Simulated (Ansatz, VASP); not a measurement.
## One calculation of Se, two programs

```
Se
1.0
     0.00000    3.29956    2.80462
     3.29956    0.00000    2.80462
     3.29956    3.29956    0.00000
Se
2
Direct
  0.50000 0.50000 0.50000
  0.75000 0.75000 0.75000
```

Alike in both runs: task single point; functional LDA; k mesh 14 × 14 × 14; occupations gaussian, width 0.15 eV; no spin polarisation.

|  | VASP | Ansatz |
| --- | --- | --- |
| version | VASP 6.6.1 | Ansatz 0.2.0 |
| potentials or method | VASP PAW LDA potentials, release 64 (Se), cutoff 520 eV | scalar-relativistic, plane waves, PAW |
| valence electrons in the cell | 12 | 32 |

VASP gave:

| Item | Value |
| --- | --- |
| gap on the k mesh at the Fermi level (eV) | none |
| pressure (GPa) | -2.5 |
| traceless stress, the component that is largest in VASP (GPa) | -1.34 |

Problem. Which values does Ansatz return?

Solution. gap on the k mesh at the Fermi level (eV): none; pressure (GPa): -2.6; traceless stress, the component that is largest in VASP (GPa): -1.32.

LDA's correlation is that of Perdew and Zunger in VASP and of Perdew and Wang (1992) in Ansatz. A gap of «none» marks a metal or a gap that the smearing closes. VASP's potentials hold 12 valence electrons a cell and Ansatz's 32, so a difference there can come from the potentials and not from the codes.
